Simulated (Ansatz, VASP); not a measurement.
# TaTi4: VASP beside Ansatz

```
Ti Ta
1.0
     1.48522   -2.50286    0.00000
     1.48522    2.50286    0.00000
     0.00000    0.00000   23.63770
Ti Ta
8 2
Cartesian
  1.4852 0.8524 1.1772
  1.4852 -0.8659 3.4964
  1.4852 -0.8659 8.3225
  1.4852 0.8659 20.1413
  1.4852 -0.8524 22.4605
  1.4852 -0.8524 12.9961
  1.4852 0.8524 10.6416
  1.4852 0.8659 15.3152
  1.4852 1.4897 5.9094
  1.4852 -1.4897 17.7283
```

Change from the starting cell: the structure that the rattled cell fell into.

Alike in both runs: functional PBE; k mesh 12 × 12 × 2; occupations gaussian, width 0.1 eV; no spin polarisation.

Ansatz relaxed the structure, and its values are those at the end. VASP's run is a single point on that final structure, the one shown.

|  | VASP | Ansatz |
| --- | --- | --- |
| version | VASP 6.6.1 | Ansatz 0.2.0 |
| potentials or method | VASP PAW PBE potentials, release 64 (Ti_sv, Ta_pv), cutoff 520 eV | scalar-relativistic, plane waves, PAW |
| valence electrons in the cell | 118 | 122 |

```tsv
	VASP	Ansatz	Ansatz less VASP
gap on the k mesh at the Fermi level (eV)	none	none	-
pressure (GPa)	-0.2	0.0	+0.21
rms of the force components (eV/Å)	0.004	0.001	-0.0028
```

A gap of «none» marks a metal or a gap that the smearing closes. With one functional, cell and mesh, what is left measures potentials, basis and numerics. VASP's potentials hold 118 valence electrons a cell and Ansatz's 122, so a difference there can come from the potentials and not from the codes.

Neither program's run includes spin-orbit coupling.
